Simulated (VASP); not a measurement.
# SiC (Moissanite) (P6_3mc) in VASP: a series of runs

SiC (Moissanite) is run at these levels: BLYP+D3(BJ), LDA; tasks: single point.

Program: VASP 6.6.1. These are calculated values, not measurements. Logs are shortened: lines on timing, memory, paths and dates and some standing lists are left out, and cuts for length are marked.

## Step 1: The cell of the first run

Symmetry: P6_3mc, No. 186, hexagonal system. Conventional cell: a = 3.055 Å, b = 3.055 Å, c = 5.014 Å, α = 90.00°, β = 90.00°, γ = 120.00°. Si (site symmetry 3m) has 4 C at 1.86 to 1.93 Å within 2.5 Å. Within 2.5 Å of C (site symmetry 3m) lie 4 Si at 1.86 to 1.93 Å.

## Step 2: Single point, BLYP+D3(BJ)

The input, INCAR:

```
AGGAC = 1.0 ; AGGAX = 1.0
ALDAC = 0.0 ; ALDAX = 1.0
ALGO = Normal ; EDIFF = 1E-6
ENCUT = 520 ; GGA = B5
ISIF = 2 ; ISMEAR = -1
IVDW = 12 ; LASPH = True
LCHARG = False ; LREAL = False
LWAVE = False ; NBANDS = 16
NELM = 60 ; PREC = Accurate
SIGMA = 0.05 ; VDW_A1 = 0.4298
VDW_A2 = 4.2359 ; VDW_S6 = 1.0
VDW_S8 = 2.6996
```

The input, KPOINTS:

```
k-points
0
Gamma
  10 10 5
```

The input, POSCAR:

```
SiC
1.0
    3.0553550827      0.0000000000      0.0000000000
   -1.5276775413      2.6460151191      0.0000000000
    0.0000000000      0.0000000000      5.0141197845
Si C
2 2
Direct
    0.6666666667      0.3333333333      0.5000000000
    0.3333333333      0.6666666667      0.0000000000
    0.6666666667      0.3333333333      0.8850000000
    0.3333333333      0.6666666667      0.3850000000
```

Potentials or basis: VASP PAW PBE potentials, release 64 (Si, C).

Started as:

```console
cat potpaw_PBE.64/Si/POTCAR potpaw_PBE.64/C/POTCAR > POTCAR
mpirun -np 1 vasp_std > vasp.out
```

OUTCAR:

```text
EDIFF = 1E-6
   ENCUT = 520
   GGA = B5
   ISIF = 2
   ISMEAR = -1
   IVDW = 12
   LASPH = True
   LREAL = False
   NELM = 60
   PREC = Accurate
 IVDW          = 12

 ion  position               nearest neighbor table
   1  0.667  0.333  0.500-   4 1.86   4 1.86   4 1.86   3 1.93   2 3.07   2 3.07   2 3.07   2 3.07
                             2 3.07   2 3.07
   2  0.333  0.667  0.000-   3 1.86   3 1.86   3 1.86   4 1.93   1 3.07   1 3.07   1 3.07   1 3.07
                             1 3.07   1 3.07
   3  0.667  0.333  0.885-   2 1.86   2 1.86   2 1.86   1 1.93
   4  0.333  0.667  0.385-   1 1.86   1 1.86   1 1.86   2 1.93

  LATTYP: Found a hexagonal cell.
 ALAT       =     3.0553550827
 C/A-ratio  =     1.6410923277

  Lattice vectors:

 A1 = (   3.0553550827,   0.0000000000,   0.0000000000)
 A2 = (  -1.5276775413,   2.6460151191,   0.0000000000)
 A3 = (   0.0000000000,   0.0000000000,   5.0141197845)

Analysis of symmetry for initial positions (statically):
=====================================================================
 Subroutine PRICEL returns:
 Original cell was already a primitive cell.

 Routine SETGRP: Setting up the symmetry group for a
 hexagonal supercell.

 Subroutine GETGRP returns: Found 12 space group operations
 (whereof  6 operations were pure point group operations)
 out of a pool of 24 trial point group operations.

The static configuration has the point symmetry C_3v.
 The point group associated with its full space group is C_6v.

Analysis of symmetry for dynamics (positions and initial velocities):
=====================================================================
 Subroutine PRICEL returns:
 Original cell was already a primitive cell.

 Routine SETGRP: Setting up the symmetry group for a
 hexagonal supercell.

 Subroutine GETGRP returns: Found 12 space group operations
 (whereof  6 operations were pure point group operations)
 out of a pool of 24 trial point group operations.

The dynamic configuration has the point symmetry C_3v.
 The point group associated with its full space group is C_6v.

 Subroutine INISYM returns: Found 12 space group operations
 (whereof  6 operations are pure point group operations),
 and found     1 'primitive' translations

----------------------------------------------------------------------------------------

                                     Primitive cell

  volume of cell :      40.5367

  direct lattice vectors                    reciprocal lattice vectors
[... 93 lines left out ...]
   EDIFFG = 0.1E-04   stopping-criterion for IOM
   NSW    =      0    number of steps for IOM
   IBRION =     -1    ionic relax: 0-MD 1-quasi-New 2-CG
   NFREE  =      0    steps in history (QN), initial steepest desc. (CG)
   ISIF   =      2    stress and relaxation
   ISYM   =      2    0-nonsym 1-usesym 2-fastsym
   POTIM  = 0.5000    time-step for ionic-motion
   TEBEG  =    0.0;   TEEND  =   0.0 temperature during run
   PSTRESS=    0.0 pullay stress
   NELECT =      16.0000    total number of electrons
   NUPDOWN=      -1.0000    fix difference up-down
   EMIN   =  10.00;   EMAX   =-10.00  energy-range for DOS
   EFERMI =   0.00;   METHOD = LEGACY
   ISMEAR =    -1;   SIGMA  =   0.05  broadening in eV -4-tet -1-fermi 0-gaus
   EFERMI_NEDOS =   21; number of points for ismear=-14 and -15
   IALGO  =     38    algorithm
   IMIX   =      4    mixing-type and parameters
     AMIX     =   0.40;   BMIX     =  1.00
     AMIX_MAG =   1.60;   BMIX_MAG =  1.00
  volume/ion in A,a.u.               =      10.13        68.39
  Fermi-wavevector in a.u.,A,eV,Ry     =   1.200877  2.269329 19.621043  1.442106
  Thomas-Fermi vector in A             =   2.336701
   LORBIT       =      0    0 simple, 1 ext, 2 COOP (PROOUT), +10 PAW based schemes
   GGA     = B5    functional components
   LHFCALC =     F    Hartree Fock is set to
   AEXX    =    0.0000 exact exchange contribution
   IVDW    =    12    specifies the selected vdW correction
   LEPSILON=     F    determine dielectric tensor
   LRPA    =     F    only Hartree local field effects (RPA)
 non-spin polarized calculation
  energy-cutoff  :      520.00
  volume of cell :       40.54
 maximum number of plane-waves:      1105
 NGX is ok and might be reduce to    24
   NGX = 11   NGY = 11   NGZ = 19

 number of electron      15.9999999 magnetization

 Free energy of the ion-electron system (eV)
  ---------------------------------------------------
  ext. energy  EPLUGINS =         0.00000000
  ---------------------------------------------------
  free energy    TOTEN  =       -27.17370990 eV

  energy without entropy =      -27.17370990  energy(sigma->0) =      -27.17370990

 E-fermi :  10.0170     XC(G=0): -10.7306

 val. band max:        9.0580608969   @ k =   0.0000   0.0000   0.0000
 cond. band min:      11.8540375840   @ k =   0.3000   0.3000   0.0000
 fundamental gap:      2.7959766871
 Fermi energy:        10.0170134723

 k-point     1 :       0.0000    0.0000    0.0000
  band No.  band energies     occupation
      1      -6.6954      2.00000
      2      -3.1775      2.00000
      3       0.4115      2.00000
      4       7.4967      2.00000
      5       7.4967      2.00000
      6       8.7733      2.00000
[... 433 lines left out ...]
      3       0.7873      2.00000
      4       2.2669      2.00000
      5       4.3480      2.00000
      6       5.1503      2.00000
[... 8 lines left out ...]
     15      20.7029      0.00000
     16      22.0442      0.00000

 [... further k-points ...]

------------------------ aborting loop because EDIFF is reached ----------------------------------------

 Edisp (eV)   -2.62829

 E8    (eV) :    -1.7994

  FORCE on cell =-STRESS in cart. coord.  units (eV):
  Direction    XX          YY          ZZ          XY          YZ          ZX
  --------------------------------------------------------------------------------------
  -------------------------------------------------------------------------------------
  Total       1.20636     1.20636     0.06719     0.00000     0.00000     0.00000
  in kB      47.68039    47.68039     2.65549     0.00000     0.00000     0.00000
  external pressure =       32.67 kB  Pullay stress =        0.00 kB

 VOLUME and BASIS-vectors are now :
 -----------------------------------------------------------------------------
  energy-cutoff  :      520.00
  volume of cell :       40.54
      direct lattice vectors                 reciprocal lattice vectors
     3.055355083  0.000000000  0.000000000     0.327294201  0.188963395  0.000000000
    -1.527677541  2.646015119  0.000000000     0.000000000  0.377926790  0.000000000
     0.000000000  0.000000000  5.014119785     0.000000000  0.000000000  0.199436799

 POSITION                                       TOTAL-FORCE (eV/Angst)
 -----------------------------------------------------------------------------------
      1.52768      0.88201      2.50706         0.000000     -0.000000      0.796668
     -0.00000      1.76401      0.00000         0.000000      0.000000      0.796668
      1.52768      0.88201      4.43750        -0.000000      0.000000     -0.796668
     -0.00000      1.76401      1.93044        -0.000000      0.000000     -0.796668
 -----------------------------------------------------------------------------------
    total drift:                                0.000000      0.000000     -0.000060

  FREE ENERGIE OF THE ION-ELECTRON SYSTEM (eV)
  ---------------------------------------------------
  free  energy   TOTEN  =       -29.8019973181 eV

  energy  without entropy=      -29.8019973181  energy(sigma->0) =      -29.80199732
```

OSZICAR:

```text
N       E                     dE             d eps       ncg     rms          rms(c)
DAV:   1     0.285165531520E+02    0.28517E+02   -0.72508E+03  1344   0.900E+02
DAV:   2    -0.290314198580E+02   -0.57548E+02   -0.53000E+02  1872   0.159E+02
DAV:   3    -0.316815671771E+02   -0.26501E+01   -0.26402E+01  1736   0.319E+01
DAV:   4    -0.317017521467E+02   -0.20185E-01   -0.20181E-01  1640   0.339E+00
DAV:   5    -0.317019565650E+02   -0.20442E-03   -0.20441E-03  1768   0.326E-01    0.126E+01
DAV:   6    -0.272308593309E+02    0.44711E+01   -0.85181E+00  1680   0.181E+01    0.509E+00
DAV:   7    -0.271868041362E+02    0.44055E-01   -0.14105E+00  1896   0.699E+00    0.251E+00
DAV:   8    -0.271748231625E+02    0.11981E-01   -0.56028E-02  1576   0.160E+00    0.628E-01
DAV:   9    -0.271734690414E+02    0.13541E-02   -0.10733E-02  1872   0.697E-01    0.175E-01
DAV:  10    -0.271736730855E+02   -0.20404E-03   -0.15655E-03  1640   0.231E-01    0.551E-02
DAV:  11    -0.271737092712E+02   -0.36186E-04   -0.65958E-05  1672   0.645E-02    0.320E-02
DAV:  12    -0.271737098952E+02   -0.62396E-06   -0.54802E-06  1792   0.147E-02
   1 F= -.29801997E+02 E0= -.29801997E+02  d E =-.301497E-10
```

stdout:

```text
POSCAR found type information on POSCAR SiC
 POSCAR found :  2 types and       4 ions
 scaLAPACK will be used
 -----------------------------------------------------------------------------
|                                                                             |
|                                                                             |
|     You enforced a specific xc type in the INCAR file but a different       |
|     I HOPE YOU KNOW WHAT YOU ARE DOING!                                     |
|                                                                             |
 -----------------------------------------------------------------------------

 LDA part: xc-table for (Slater(with rela. corr.)+VWN5), standard interpolation
 POSCAR, INCAR and KPOINTS ok, starting setup
 FFT: planning ... GRIDC
 FFT: planning ... GRID_SOFT
 FFT: planning ... GRID
 WAVECAR not read
 entering main loop
```

Run time: 20 s. Hardware: 1 thread of Intel Xeon Platinum 8488C (Sapphire Rapids), shared host; peak memory 0.17 GiB.

What came out:

* Free energy: -29.8020 eV
* Pressure: 3.3 GPa
* Largest force: 0.797 eV/Å
* Band gap on the k mesh: 2.80 eV, indirect (least direct gap 4.39 eV)
* Dispersion energy per atom: -0.657 eV

Forces in eV/Å, atoms in the order of the input:
```
Si   0.000  0.000  0.797
Si   0.000  0.000  0.797
C    0.000  0.000 -0.797
C    0.000  0.000 -0.797
```

Caveat: the PAW data sets were made with another functional, which shifts forces and pressure a little. A k mesh can miss the band edges.

## Step 3: Single point, LDA

The input, INCAR:

```
PREC     = Accurate       # precision mode
ENCUT    = 520            # plane-wave cutoff, eV
EDIFF    = 1E-7           # SCF threshold, eV
ISMEAR   = -1             # smearing method
SIGMA    = 0.05           # smearing width, eV
LREAL    = False          # projectors in reciprocal space
LASPH    = True           # aspherical terms in the spheres
NELM     = 60             # most SCF steps
ALGO     = Normal         # electronic algorithm
ISIF     = 2              # what is computed and relaxed
LWAVE    = False          # write WAVECAR
LCHARG   = True           # write CHGCAR
LELF     = True           # ELF
LVHAR    = True         
NBANDS   = 16             # bands
```

The input, KPOINTS:

```
regular mesh
0
Gamma
  10 10 5
```

POSCAR is that of step 2.

Potentials or basis: VASP PAW LDA potentials, release 64 (Si, C).

Started as:

```console
cat potpaw_LDA.64/Si/POTCAR potpaw_LDA.64/C/POTCAR > POTCAR
mpirun -np 1 vasp_std > vasp.out
```

OUTCAR:

```text
PREC = Accurate
   ENCUT = 520
   EDIFF = 1E-7
   ISMEAR = -1
   LREAL = False
   LASPH = True
   NELM = 60
   ISIF = 2

 ion  position               nearest neighbor table
   1  0.667  0.333  0.500-   4 1.86   4 1.86   4 1.86   3 1.93   2 3.07   2 3.07   2 3.07   2 3.07
                             2 3.07   2 3.07
   2  0.333  0.667  0.000-   3 1.86   3 1.86   3 1.86   4 1.93   1 3.07   1 3.07   1 3.07   1 3.07
                             1 3.07   1 3.07
   3  0.667  0.333  0.885-   2 1.86   2 1.86   2 1.86   1 1.93
   4  0.333  0.667  0.385-   1 1.86   1 1.86   1 1.86   2 1.93

  LATTYP: Found a hexagonal cell.
 ALAT       =     3.0553550827
 C/A-ratio  =     1.6410923277

  Lattice vectors:

 A1 = (   3.0553550827,   0.0000000000,   0.0000000000)
 A2 = (  -1.5276775413,   2.6460151191,   0.0000000000)
 A3 = (   0.0000000000,   0.0000000000,   5.0141197845)

Analysis of symmetry for initial positions (statically):
=====================================================================
 Subroutine PRICEL returns:
 Original cell was already a primitive cell.

 Routine SETGRP: Setting up the symmetry group for a
 hexagonal supercell.

 Subroutine GETGRP returns: Found 12 space group operations
 (whereof  6 operations were pure point group operations)
 out of a pool of 24 trial point group operations.

The static configuration has the point symmetry C_3v.
 The point group associated with its full space group is C_6v.

Analysis of symmetry for dynamics (positions and initial velocities):
=====================================================================
 Subroutine PRICEL returns:
 Original cell was already a primitive cell.

 Routine SETGRP: Setting up the symmetry group for a
 hexagonal supercell.

 Subroutine GETGRP returns: Found 12 space group operations
 (whereof  6 operations were pure point group operations)
 out of a pool of 24 trial point group operations.
[... 120 lines left out ...]
   EFERMI =   0.00;   METHOD = LEGACY
   ISMEAR =    -1;   SIGMA  =   0.05  broadening in eV -4-tet -1-fermi 0-gaus
   EFERMI_NEDOS =   21; number of points for ismear=-14 and -15
   IALGO  =     38    algorithm
   IMIX   =      4    mixing-type and parameters
     AMIX     =   0.40;   BMIX     =  1.00
     AMIX_MAG =   1.60;   BMIX_MAG =  1.00
  volume/ion in A,a.u.               =      10.13        68.39
  Fermi-wavevector in a.u.,A,eV,Ry     =   1.200877  2.269329 19.621043  1.442106
  Thomas-Fermi vector in A             =   2.336701
   LORBIT       =      0    0 simple, 1 ext, 2 COOP (PROOUT), +10 PAW based schemes
   GGA     = CA    functional components
   LHFCALC =     F    Hartree Fock is set to
   AEXX    =    0.0000 exact exchange contribution
   IVDW    =     0    specifies the selected vdW correction
   LEPSILON=     F    determine dielectric tensor
   LRPA    =     F    only Hartree local field effects (RPA)
 non-spin polarized calculation
  energy-cutoff  :      520.00
  volume of cell :       40.54
 maximum number of plane-waves:      1105
 NGX is ok and might be reduce to    24
   NGX = 11   NGY = 11   NGZ = 19

 number of electron      15.9999999 magnetization

 Free energy of the ion-electron system (eV)
  ---------------------------------------------------
  ext. energy  EPLUGINS =         0.00000000
  ---------------------------------------------------
  free energy    TOTEN  =       -33.23894599 eV

  energy without entropy =      -33.23894599  energy(sigma->0) =      -33.23894599

 E-fermi :   9.4921     XC(G=0): -11.6356

 val. band max:        8.5920071031   @ k =   0.0000   0.0000   0.0000
 cond. band min:      10.9167646231   @ k =   0.3000   0.3000   0.0000
 fundamental gap:      2.3247575200
 Fermi energy:         9.4921173960

 k-point     1 :       0.0000    0.0000    0.0000
  band No.  band energies     occupation
      1      -7.2002      2.00000
      2      -3.5703      2.00000
      3      -0.2383      2.00000
      4       7.0312      2.00000
      5       7.0312      2.00000
      6       8.3209      2.00000
[... 433 lines left out ...]
      3       0.2107      2.00000
      4       1.7393      2.00000
      5       3.7869      2.00000
      6       4.5971      2.00000
[... 8 lines left out ...]
     15      19.9775      0.00000
     16      21.3190      0.00000

 [... further k-points ...]
[... 5 lines left out ...]
  --------------------------------------------------------------------------------------
  -------------------------------------------------------------------------------------
  Total        0.6667408      0.6667408     -0.6212831      0.0000000      0.0000000      0.0000000
  in kB       26.3523244     26.3523244    -24.5556486      0.0000000      0.0000000      0.0000000
  external PRESSURE =       9.3830001 kB  Pullay stress =       0.0000000 kB

 VOLUME and BASIS-vectors are now :
 -----------------------------------------------------------------------------
  energy-cutoff  :      520.00
  volume of cell :       40.54
      direct lattice vectors                 reciprocal lattice vectors
     3.055355083  0.000000000  0.000000000     0.327294201  0.188963395  0.000000000
    -1.527677541  2.646015119  0.000000000     0.000000000  0.377926790  0.000000000
     0.000000000  0.000000000  5.014119785     0.000000000  0.000000000  0.199436799

 POSITION                                       TOTAL-FORCE (eV/Angst)
 -----------------------------------------------------------------------------------
      1.52768      0.88201      2.50706        -0.000000      0.000000      0.766471
     -0.00000      1.76401      0.00000         0.000000      0.000000      0.766471
      1.52768      0.88201      4.43750        -0.000000     -0.000000     -0.766471
     -0.00000      1.76401      1.93044         0.000000      0.000000     -0.766471
 -----------------------------------------------------------------------------------
    total drift:                                0.000000      0.000000     -0.000060

  FREE ENERGIE OF THE ION-ELECTRON SYSTEM (eV)
  ---------------------------------------------------
  free  energy   TOTEN  =       -33.2389459901 eV

  energy  without entropy=      -33.2389459900  energy(sigma->0) =      -33.23894599
```

stdout:

```text
POSCAR found type information on POSCAR SiC
 POSCAR found :  2 types and       4 ions
 scaLAPACK will be used
 LDA part: xc-table for (Slater(with rela. corr.)+CA(PZ))
 , standard interpolation
 POSCAR, INCAR and KPOINTS ok, starting setup
 FFT: planning ... GRIDC
 FFT: planning ... GRID_SOFT
 FFT: planning ... GRID
 WAVECAR not read
 entering main loop
```

Run time: 17 s. Hardware: 1 thread of Intel Xeon Platinum 8488C (Sapphire Rapids), shared host; peak memory 0.14 GiB.

Results:

- Free energy: -33.2389 eV
- Pressure: 0.9 GPa
- Largest force: 0.766 eV/Å
- Band gap on the k mesh: 2.32 eV, indirect (least direct gap 4.02 eV)

Forces on the atoms (eV/Å):
```
Si   0.000  0.000  0.766
Si   0.000  0.000  0.766
C    0.000  0.000 -0.766
C    0.000  0.000 -0.766
```

Stress tensor (GPa, compression positive):
```
 2.64  0.00  0.00
 0.00  2.64  0.00
 0.00  0.00 -2.46
```

## Step 4: Single point, BLYP+D3(BJ)

This run uses another cell than the first one, of 10.34 Å³/atom, 1.020 times its volume.

The input, INCAR:

```
SYSTEM = SiC
AGGAC = 1.0
AGGAX = 1.0
ALDAC = 0.0
ALDAX = 1.0
ALGO = Normal
EDIFF = 1E-6
ENCUT = 520
GGA = B5
ISIF = 2
ISMEAR = -1
IVDW = 12
LASPH = .True.
LCHARG = .True.
LELF = .True.
LREAL = .False.
LVHAR = .True.
LWAVE = .False.
NBANDS = 16
NELM = 60
PREC = Accurate
SIGMA = 0.05
VDW_A1 = 0.4298
VDW_A2 = 4.2359
VDW_S6 = 1.0
VDW_S8 = 2.6996
```

The input, KPOINTS:

```
k-points
0
Gamma
  10 10 5
  0 0 0
```

The input, POSCAR:

```
SiC
1.0
    3.0760000000      0.0000000000      0.0000000000
   -1.5380000000      2.6638941420      0.0000000000
    0.0000000000      0.0000000000      5.0480000000
Si C
2 2
Direct
    0.6666666667      0.3333333333      0.5000000000
    0.3333333333      0.6666666667      0.0000000000
    0.6666666667      0.3333333333      0.8850000000
    0.3333333333      0.6666666667      0.3850000000
```

Potentials or basis: VASP PAW PBE potentials, release 64 (Si, C).

Started as:

```console
cat potpaw_PBE.64/Si/POTCAR potpaw_PBE.64/C/POTCAR > POTCAR
mpirun -np 1 vasp_std > vasp.out
```

Run time: 22 s. Hardware: 1 thread of Intel Xeon Platinum 8488C (Sapphire Rapids), shared host; peak memory 0.17 GiB.

It converged, with:

* Free energy: -29.8075 eV
* Pressure: -1.2 GPa
* Largest force: 0.765 eV/Å
* Band gap on the k mesh: 2.82 eV, indirect (least direct gap 4.34 eV)
* Dispersion energy per atom: -0.644 eV

Forces in eV/Å, atoms in the order of the input:
```
Si   0.000  0.000  0.765
Si   0.000  0.000  0.765
C    0.000  0.000 -0.765
C    0.000  0.000 -0.765
```

Stress tensor (GPa, compression positive):
```
 0.06  0.00  0.00
 0.00  0.06  0.00
 0.00  0.00 -3.61
```

Levels at points of the mesh, in eV from the valence-band top:
```tsv
k point	band 5	band 6	band 7	band 8	band 9	band 10	band 11	band 12
(0.00, 0.00, 0.00)	-1.55	-0.29	-0.29	0.00	4.76	6.18	6.61	6.61
(0.50, 0.00, 0.00)	-5.32	-3.50	-3.13	-1.49	2.85	4.43	6.89	7.40
```

Caveat: the PAW data sets were made with another functional, which shifts forces and pressure a little.

(Part 1 of 2 ends here.)
